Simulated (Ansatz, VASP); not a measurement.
**HfO2 in VASP and in Ansatz**

```xyz
6
Lattice="3.4336 0.0000 0.0000 0.0000 3.4336 0.0000 0.0000 0.0000 5.3269" Properties=species:S:1:pos:R:3 pbc="T T T"
Hf    1.7168    1.7168    2.6635
Hf    0.0000    0.0000    0.0000
O     0.0000    1.7168    3.7187
O     1.7168    0.0000    4.2716
O     1.7168    0.0000    1.6082
O     0.0000    1.7168    1.0553
```

Change from the starting cell: epitaxial_xy strain -4.0%.

Alike in both runs: task single point; functional r2SCAN; k mesh 8 × 8 × 6; no spin polarisation.

```csv
,VASP,Ansatz
version,VASP 6.6.1,Ansatz 0.2.0
potentials or method,"VASP PAW PBE potentials, release 64 (Hf_pv, O)","plane waves, PAW"
plane-wave cutoff (eV),520,500
occupations,"gaussian, width 0.01 eV",fixed
valence electrons in the cell,44,76
```

|  | VASP | Ansatz | Ansatz less VASP |
| --- | --- | --- | --- |
| gap on the k mesh at the Fermi level (eV) | 5.25 | 5.22 | -0.028 |
| pressure (GPa) | 14.2 | 18.1 | +3.88 |
| traceless stress, the component that is largest in VASP (GPa) | -18.40 | -18.14 | +0.262 |
| rms of the force components (eV/Å) | 0.031 | 0.001 | -0.0302 |

VASP's potentials were made for PBE, not for r2SCAN. Atom by atom the forces differ by 0.032 eV/Å (rms over components). One of these differences is far larger than is usual between the two programs; its cause wasn't traced. VASP's potentials hold 44 valence electrons a cell and Ansatz's 76, so a difference there can come from the potentials and not from the codes.

Neither program's run includes spin-orbit coupling.
